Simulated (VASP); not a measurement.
Ni:

```
Ni
1.0
     0.00000    3.53173    3.53173
     1.76587    0.00000    1.76587
     1.76587    1.76587    0.00000
Ni
2
Direct
  0.00000 0.00000 0.00000
  0.50000 0.00000 0.00000
```

Base run:

| Quantity | Value |
| --- | --- |
| Program | VASP 6.6.1 |
| Functional | r2SCAN |
| Potentials or basis | VASP PAW PBE potentials, release 64 (Ni) |
| Cutoff | 520 eV |
| k mesh | 7 × 14 × 14 |
| Occupations | fermi-dirac, width 0.05 eV |
| Spin | no spin polarisation |

Its results: band gap on the k mesh zero (bands 10 and 11 overlap by 0.84 eV); pressure -10.9 GPa.

Task: The run is repeated on the same cell with these changes: spin from no spin polarisation to collinear spin, antiferromagnetic start; further incar settings from ALGO = Normal; EDIFF = 1e-06; NBANDS = 17 to ALGO = Normal; EDIFF = 1e-07; NBANDS = 21. What comes out?

Result: Band gap on the k mesh zero (filled and empty bands overlap); pressure -8.8 GPa; net moment 0.00 μB per cell; site moments Ni +0.55, -0.55 μB.

Caveats: the cell stands under tension; the PAW data sets were made with another functional, which shifts forces and pressure a little; the antiferromagnetic order is the one typed at the start, and another may lie lower (at least some runs).
